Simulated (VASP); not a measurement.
# Ag in VASP: further runs

The runs below take Ag through single point, with PBE.

Everything below comes from runs of VASP 6.6.1. Logs are shortened: lines on timing, memory, paths and dates and some standing lists are left out, and cuts for length are marked.

## Step 1: The cell of the first run

The typed cell holds 4 atoms: a = 2.952 Å, b = 5.069 Å, c = 5.070 Å, α = 109.37°, β = 90.02°, γ = 90.03°.

## Step 2: Single point, PBE

The input, INCAR:

```
PREC = Accurate ; ENCUT = 520
EDIFF = 1E-6 ; ISMEAR = 0
SIGMA = 0.2 ; LREAL = F
LASPH = T ; NELM = 100
ALGO = Fast ; ISIF = 2
LWAVE = F ; LCHARG = F
GGA = PE ; NBANDS = 30
```

The input, KPOINTS:

```
regular mesh
0
Gamma
  8 4 4
```

The input, POSCAR:

```
Ag
1.0
   -1.4755487025      1.4753296298      2.0880405871
    1.4602699175      4.3894569008     -2.0730062089
   -4.3902874709     -1.4603804328     -2.0733697018
Ag
4
Direct
   -0.0000392649      0.0000007154      0.0000334985
    0.5000105129      0.4999969155      0.9999655740
    0.0000451032      0.5000146430      0.4999782101
    0.4999836489      0.9999877261      0.5000227175
```

Potentials or basis: VASP PAW PBE potentials, release 64 (Ag).

The run is started by

```console
$ cat potpaw_PBE.64/Ag/POTCAR > POTCAR
$ mpirun -np 1 vasp_std > vasp.out
```

OUTCAR:

```text
PREC = Accurate
   ENCUT = 520
   EDIFF = 1E-6
   ISMEAR = 0
   LREAL = F
   LASPH = T
   NELM = 100
   ISIF = 2
   GGA = PE

 ion  position               nearest neighbor table
   1  1.000  0.000  0.000-   3 2.93   3 2.93   2 2.93   2 2.93   4 2.93   4 2.93   2 2.93   2 2.93
                             4 2.93   4 2.93
   2  0.500  0.500  1.000-   4 2.93   4 2.93   1 2.93   1 2.93   3 2.93   3 2.93   1 2.93   1 2.93
                             3 2.93   3 2.93
   3  0.000  0.500  0.500-   1 2.93   1 2.93   4 2.93   4 2.93   2 2.93   2 2.93   4 2.93   4 2.93
                             2 2.93   2 2.93
   4  0.500  1.000  0.500-   2 2.93   2 2.93   3 2.93   3 2.93   1 2.93   1 2.93   3 2.93   3 2.93
                             1 2.93   1 2.93

  LATTYP: Found a triclinic cell.
 ALAT       =     5.8673229977
 B/A-ratio  =     1.4100857371
 C/A-ratio  =     0.5031096821
 COS(alpha) =     0.0000649006
 COS(beta)  =     0.5035325889
 COS(gamma) =     0.7049815610

  Lattice vectors:

 A1 = (   2.9358186200,   2.9141272710,  -4.1610467960)
 A2 = (   5.8505573884,   5.8498373336,   0.0003634929)
 A3 = (   1.4755487025,  -1.4753296298,  -2.0880405871)

Analysis of symmetry for initial positions (statically):
=====================================================================
 Subroutine PRICEL returns:
 Original cell was already a primitive cell.

 Routine SETGRP: Setting up the symmetry group for a
 triclinic supercell.

 Subroutine GETGRP returns: Found  1 space group operations
 (whereof  1 operations were pure point group operations)
 out of a pool of  2 trial point group operations.

The static configuration has the point symmetry C_1 .

Analysis of symmetry for dynamics (positions and initial velocities):
=====================================================================
 Subroutine PRICEL returns:
 Original cell was already a primitive cell.

 Routine SETGRP: Setting up the symmetry group for a
 triclinic supercell.

 Subroutine GETGRP returns: Found  1 space group operations
 (whereof  1 operations were pure point group operations)
 out of a pool of  2 trial point group operations.

The dynamic configuration has the point symmetry C_1 .

 Subroutine INISYM returns: Found  1 space group operations
 (whereof  1 operations are pure point group operations),
 and found     1 'primitive' translations

----------------------------------------------------------------------------------------

[... 97 lines left out ...]
   LREAL  =      F    real-space projection
   EDIFFG = 0.1E-04   stopping-criterion for IOM
   NSW    =      0    number of steps for IOM
   IBRION =     -1    ionic relax: 0-MD 1-quasi-New 2-CG
   NFREE  =      0    steps in history (QN), initial steepest desc. (CG)
   ISIF   =      2    stress and relaxation
   ISYM   =      2    0-nonsym 1-usesym 2-fastsym
   POTIM  = 0.5000    time-step for ionic-motion
   TEBEG  =    0.0;   TEEND  =   0.0 temperature during run
   PSTRESS=    0.0 pullay stress
   NELECT =      44.0000    total number of electrons
   NUPDOWN=      -1.0000    fix difference up-down
   EMIN   =  10.00;   EMAX   =-10.00  energy-range for DOS
   EFERMI =   0.00;   METHOD = LEGACY
   ISMEAR =     0;   SIGMA  =   0.20  broadening in eV -4-tet -1-fermi 0-gaus
   EFERMI_NEDOS =   21; number of points for ismear=-14 and -15
   IALGO  =     68    algorithm
   IMIX   =      4    mixing-type and parameters
     AMIX     =   0.40;   BMIX     =  1.00
     AMIX_MAG =   1.60;   BMIX_MAG =  1.00
  volume/ion in A,a.u.               =      17.89       120.75
  Fermi-wavevector in a.u.,A,eV,Ry     =   1.391994  2.630487 26.363287  1.937647
  Thomas-Fermi vector in A             =   2.515779
   LORBIT       =      0    0 simple, 1 ext, 2 COOP (PROOUT), +10 PAW based schemes
   GGA     = PE    functional components
   LHFCALC =     F    Hartree Fock is set to
   AEXX    =    0.0000 exact exchange contribution
   IVDW    =     0    specifies the selected vdW correction
   LEPSILON=     F    determine dielectric tensor
   LRPA    =     F    only Hartree local field effects (RPA)
 non-spin polarized calculation
 RMM-DIIS sequential band-by-band and
 Gauss-broadening in eV      SIGMA  =   0.20
  energy-cutoff  :      520.00
  volume of cell :       71.58
 maximum number of plane-waves:      1951
 NGX is ok and might be reduce to    24

 number of electron      43.9999998 magnetization

 Free energy of the ion-electron system (eV)
  ---------------------------------------------------
  ext. energy  EPLUGINS =         0.00000000
  ---------------------------------------------------
  free energy    TOTEN  =       -10.89469106 eV

  energy without entropy =      -10.87699591  energy(sigma->0) =      -10.88584348

 E-fermi :   7.6984     XC(G=0): -11.9220

 val. band max:        7.5356215313   @ k =   0.0000   0.0000   0.0000
 cond. band min:       7.7486476647   @ k =   0.1250  -0.2500   0.2500
 fundamental gap:      0.2130261334
 Fermi energy:         7.6984081826

 k-point     1 :       0.0000    0.0000    0.0000
  band No.  band energies     occupation
      1       0.3583      2.00000
      2       1.6461      2.00000
      3       1.6813      2.00000
      4       1.6815      2.00000
      5       1.7705      2.00000
      6       3.0901      2.00000
[... 781 lines left out ...]
     29      16.1625      0.00000
     30      17.4393      0.00000

 [... further k-points ...]

------------------------ aborting loop because EDIFF is reached ----------------------------------------

  FORCE on cell =-STRESS in cart. coord.  units (eV):
  Direction    XX          YY          ZZ          XY          YZ          ZX
  --------------------------------------------------------------------------------------
  -------------------------------------------------------------------------------------
  Total       -0.0118407     -0.0040869     -0.0553775      0.0309585      0.0128656     -0.0153701
  in kB       -0.2650475     -0.0914819     -1.2395923      0.6929869      0.2879878     -0.3440495
  external PRESSURE =      -0.5320405 kB  Pullay stress =       0.0000000 kB

 VOLUME and BASIS-vectors are now :
 -----------------------------------------------------------------------------
  energy-cutoff  :      520.00
  volume of cell :       71.58
      direct lattice vectors                 reciprocal lattice vectors
    -1.475548703  1.475329630  2.088040587    -0.169447953  0.169453931  0.239445004
     1.460269918  4.389456901 -2.073006209     0.000133707  0.170818695 -0.120599471
    -4.390287471 -1.460380433 -2.073369702    -0.170780627 -0.000135783 -0.120589039

 POSITION                                       TOTAL-FORCE (eV/Angst)
 -----------------------------------------------------------------------------------
     -1.47564      1.47523      2.08789         0.000178      0.000281      0.000236
     -4.39780      1.47207     -2.06575        -0.000295     -0.000176     -0.000146
     -1.46496      1.46470     -2.07308        -0.000065     -0.000596     -0.000048
     -1.47274      4.39682     -2.06573         0.000182      0.000491     -0.000042
 -----------------------------------------------------------------------------------
    total drift:                               -0.000002     -0.000004     -0.000001

  FREE ENERGIE OF THE ION-ELECTRON SYSTEM (eV)
  ---------------------------------------------------
  free  energy   TOTEN  =       -10.8946910553 eV

  energy  without entropy=      -10.8769959103  energy(sigma->0) =      -10.88584348
```

Wall time 41 s (1 thread of Intel Xeon 6975P-C (Granite Rapids), shared host); peak memory 0.25 GiB.

Results:

```yaml
Free_energy: -10.8947 eV
Pressure: -0.1 GPa
Band_gap_on_the_k_mesh: zero (band 22 reaches 10.02 eV, above the bottom of band 23 at 5.61 eV)
```

## Step 3: Single point, PBE

This run uses another cell than the first one, of 17.83 Å³/atom, 0.996 times its volume.

The input, INCAR:

```
SYSTEM = Ag
PREC     = Accurate       ! precision mode
ENCUT    = 520            ! plane-wave cutoff, eV
EDIFF    = 1E-6           ! SCF threshold, eV
ISMEAR   = 0              ! smearing method
SIGMA    = 0.2            ! smearing width, eV
LREAL    = .FALSE.        ! projectors in reciprocal space
LASPH    = .TRUE.         ! aspherical terms in the spheres
NELM     = 80             ! most SCF steps
ALGO     = Normal         ! electronic algorithm
ISIF     = 2              ! what is computed and relaxed
LWAVE    = .FALSE.        ! write WAVECAR
LCHARG   = .FALSE.        ! write CHGCAR
GGA      = PE             ! functional
NBANDS   = 30             ! bands
```

The input, KPOINTS:

```
regular mesh
0
G
  8 4 4
  0 0 0
```

The input, POSCAR:

```
Ag
1.0
   -1.4660552254      1.4660552254      2.0740416034
    1.4660552254      4.3981656762     -2.0740416034
   -4.3981656762     -1.4660552254     -2.0740416034
Ag
4
Direct
    0.0000000000      0.0000000000      0.0000000000
    0.5000000000      0.5000000000      1.0000000000
    0.0000000000      0.5000000000      0.5000000000
    0.5000000000      1.0000000000      0.5000000000
```

Potentials or basis: VASP PAW PBE potentials, release 64 (Ag).

The run is started by

```console
$ cat potpaw_PBE.64/Ag/POTCAR > POTCAR
$ mpirun -np 1 vasp_std > vasp.out
```

Wall time 28 s (1 thread of Intel Xeon 6975P-C (Granite Rapids), shared host); peak memory 0.21 GiB.

Results (log left out):

| Item | Value |
| --- | --- |
| Free energy | -10.8940 eV |
| Pressure | 0.2 GPa |
| Band gap on the k mesh | zero (band 22 reaches 10.07 eV, above the bottom of band 23 at 5.63 eV) |

Stress tensor (GPa, compression positive):
```
 0.14 -0.05 -0.24
-0.05  0.14  0.24
-0.24  0.24  0.17
```

Levels at points of the mesh, in eV from the Fermi level:
| k point | band 19 | band 20 | band 21 | band 22 | band 23 | band 24 | band 25 | band 26 |
| --- | --- | --- | --- | --- | --- | --- | --- | --- |
| (0.00, 0.00, 0.00) | -2.87 | -2.68 | -2.67 | -0.20 | -0.20 | 1.73 | 3.45 | 3.45 |
| (0.50, 0.00, 0.00) | -2.68 | -2.68 | -0.49 | -0.49 | 5.87 | 5.87 | 5.88 | 5.88 |
| (0.00, 0.50, 0.00) | -3.49 | -3.49 | -2.82 | -2.82 | 1.05 | 1.05 | 5.98 | 5.98 |
| (0.50, 0.50, 0.00) | -2.82 | -2.82 | 1.05 | 1.05 | 1.05 | 1.05 | 5.98 | 5.98 |
| (0.00, 0.50, 0.50) | -3.59 | -3.59 | -3.26 | -3.26 | -0.50 | -0.50 | 9.08 | 9.08 |
| (0.50, 0.50, 0.50) | -2.68 | -2.68 | -0.19 | -0.19 | 1.73 | 1.73 | 3.45 | 3.45 |

## Step 4: Single point, PBE

This run uses another cell than the first one: it holds 1 atom, not 4.

The input, INCAR:

```
SYSTEM = Ag
PREC = Accurate
ENCUT = 520
EDIFF = 1E-6
ISMEAR = 0
SIGMA = 0.1
LREAL = .False.
LASPH = .True.
NELM = 80
ALGO = Fast
ISIF = 2
LWAVE = .False.
LCHARG = .True.
GGA = PE
LELF = .True.
LVHAR = .True.
NBANDS = 12
```

The input, KPOINTS:

```
regular mesh
0
Gamma
  26 26 26
  0 0 0
```

The input, POSCAR:

```
Ag
1.0
   -1.4660552254      1.4660552254      2.0740416034
    1.4660552254     -1.4660552254      2.0740416034
    1.4660552254      1.4660552254     -2.0740416034
Ag
1
Direct
    0.0000000000      0.0000000000      0.0000000000
```

The run is started by

```console
$ cat potpaw_PBE.64/Ag/POTCAR > POTCAR
$ mpirun -np 1 vasp_std > vasp.out
```

Wall time 78 s (1 thread of Intel Xeon 6975P-C (Granite Rapids), shared host); peak memory 0.39 GiB.

The run converged. Its results:

- Free energy: -2.7193 eV
- Pressure: -0.1 GPa

Levels at points of the mesh, in eV from the Fermi level:
```csv
k point,band 2,band 3,band 4,band 5,band 6,band 7,band 8,band 9,band 10,band 11
"(0.00, 0.00, 0.00)",-4.72,-4.72,-4.72,-3.76,-3.76,15.85,19.16,19.17,19.17,23.87
"(0.50, 0.00, 0.00)",-4.74,-4.74,-3.03,-3.03,-0.34,3.29,15.08,17.34,17.35,22.15
"(0.50, 0.50, 0.00)",-6.10,-3.06,-2.84,-2.84,1.58,6.34,10.37,10.37,16.59,16.61
"(0.50, 0.50, 0.50)",-6.10,-3.06,-2.84,-2.84,1.58,6.33,10.38,10.38,16.59,16.61
```

## Step 5: Summary

| cell | k mesh | smearing | gap on the mesh (eV) | pressure (GPa) |
| --- | --- | --- | --- | --- |
| a = 2.952, b = 5.069, c = 5.070 Å, angles 109.4, 90.0, 90.0°, 4 atoms | 8 × 4 × 4 | gaussian 0.2 eV | none | -0.1 |
| a = 2.933, b = 5.079, c = 5.079 Å, angles 109.5, 90.0, 90.0°, 4 atoms | 8 × 4 × 4 | gaussian 0.2 eV | none | 0.2 |
| a = 2.933 Å, angles 120.0, 120.0, 90.0°, 1 atom | 26 × 26 × 26 | gaussian 0.1 eV | none | -0.1 |

Alike in all rows: task single point; level PBE; potentials or basis VASP PAW PBE potentials, release 64 (Ag); no spin polarisation; cutoff (eV) 520.

Absolute energies hang on the potentials; compare differences alone.
